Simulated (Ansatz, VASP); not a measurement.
**Two plane-wave programs on CdTe**

POSCAR

```
CdTe
1.0
    0.0000000000      3.1511616752      3.3693021237
    3.1511616752      0.0000000000      3.3693021237
    3.1511616752      3.1511616752      0.0000000000
Cd Te
1 1
Direct
    0.0000000000      0.0000000000      0.0000000000
    0.2500000000      0.2500000000      0.2500000000
```

INCAR.step1

```
SYSTEM = CdTe
PREC     = Accurate       ! precision mode
ENCUT    = 400            ! plane-wave cutoff, eV
EDIFF    = 1E-5           ! SCF threshold, eV
ISMEAR   = 0              ! smearing method
SIGMA    = 0.01           ! smearing width, eV
LREAL    = .FALSE.        ! projectors in reciprocal space
LASPH    = .TRUE.         ! aspherical terms in the spheres
NELM     = 120            ! most SCF steps
ALGO     = Normal         ! electronic algorithm
ISIF     = 2              ! what is computed and relaxed
LWAVE    = .TRUE.         ! write WAVECAR
NBANDS   = 16             ! bands
GGA      = PE             ! functional
GGA_COMPAT= .FALSE.
```

The input INCAR.step2:

```
SYSTEM = CdTe
PREC     = Accurate       ! precision mode
ENCUT    = 400            ! plane-wave cutoff, eV
EDIFF    = 1E-6           ! SCF threshold, eV
ISMEAR   = 0              ! smearing method
SIGMA    = 0.01           ! smearing width, eV
LREAL    = .FALSE.        ! projectors in reciprocal space
LASPH    = .TRUE.         ! aspherical terms in the spheres
NELM     = 120            ! most SCF steps
ALGO     = Normal         ! electronic algorithm
ISIF     = 2              ! what is computed and relaxed
LWAVE    = .FALSE.        ! write WAVECAR
LCHARG   = .TRUE.         ! write CHGCAR
GGA      = PE             ! functional
LHFCALC  = .TRUE.         ! exact exchange
HFSCREEN = 0.2079         ! screening, 1/A
PRECFOCK = Normal       
LELF     = .TRUE.         ! ELF
LVHAR    = .TRUE.       
NBANDS   = 16             ! bands
ISTART   = 1            
GGA_COMPAT= .FALSE.
```

File KPOINTS:

```
Automatic mesh
0
G
  4 4 4
  0 0 0
```

Input for Ansatz:

```yaml
crystal:
  lattice:
    - [0.0, 3.1511616752, 3.3693021237]
    - [3.1511616752, 0.0, 3.3693021237]
    - [3.1511616752, 3.1511616752, 0.0]
  atoms:
    - { symbol: Cd, position: [0.0, 0.0, 0.0] }
    - { symbol: Te, position: [0.25, 0.25, 0.25] }
basis:
  ecutwfc: 420
kpoints:
  mp_grid: { grid: [4, 4, 4] }
  band_path:
    path:
      - [0.0, 0.0, 0.0]
      - [0.0, 0.0, 0.0]
      - [0.5, 0.5, 0.0]
      - [0.0, 0.4370686143, 0.4370686143]
      - [0.5, 0.5, 0.5]
      - [0.0, 0.0, 0.5]
    npoints: 1
hamiltonian:
  xc: hse06
  pseudopotentials: { kind: paw, azcp: { folder: soft_1 } }
scf:
  occupations: { method: fixed }
  n_extra_bands: 5
output:
  eigenvalues: true
```

Alike in both runs: task single point; functional HSE06; k mesh 4 × 4 × 4; no spin polarisation.

|  | VASP | Ansatz |
| --- | --- | --- |
| version | VASP 6.6.1 | Ansatz 0.2.0 |
| potentials or method | VASP PAW PBE potentials, release 64 (Cd, Te), cutoff 400 eV | scalar-relativistic, plane waves, PAW |
| occupations | gaussian, width 0.01 eV | fixed |
| valence electrons in the cell | 18 | 36 |

|  | VASP | Ansatz | Ansatz less VASP |
| --- | --- | --- | --- |
| gap on the k mesh at the Fermi level (eV) | 1.51 | 1.60 | +0.088 |
| least direct gap on the mesh (eV) | 1.51 | 1.60 | +0.088 |

VASP's potentials hold 18 valence electrons a cell and Ansatz's 36, so a difference there can come from the potentials and not from the codes.

The k mesh is coarse, so the values compare programs but aren't converged. Spin-orbit coupling is off throughout.
